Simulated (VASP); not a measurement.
The system is PbS.

```
Pb S
1.0
     4.99709    0.00000    0.00000
    -2.49854    4.32761    0.00000
     0.00000    0.00000    5.99707
Pb S
2 2
Direct
  0.33333 0.66667 0.25000
  0.66667 0.33333 0.75000
  0.66667 0.33333 0.25000
  0.33333 0.66667 0.75000
```

Base run:

```yaml
Program: VASP 6.6.1
Functional: PBE
Potentials_or_basis: VASP PAW PBE potentials, release 64 (Pb_d, S)
Cutoff: 500 eV
k_mesh: 6 × 6 × 4
Occupations: fermi-dirac, width 0.02 eV
Spin: no spin polarisation
```

Its results: band gap on the k mesh 1.42 eV; pressure 0.7 GPa.

Q: The run is repeated on the same cell with these changes: k mesh from 6 × 6 × 4 to 6 × 6 × 2; occupations from fermi-dirac, width 0.02 eV to gaussian, width 0.01 eV. What comes out?

A: Band gap on the k mesh 1.39 eV; pressure 1.5 GPa.

Caveats: some runs use coarse meshes; spin-orbit coupling is left out, which moves the levels of the heavy elements.

A k mesh can miss the band edges.
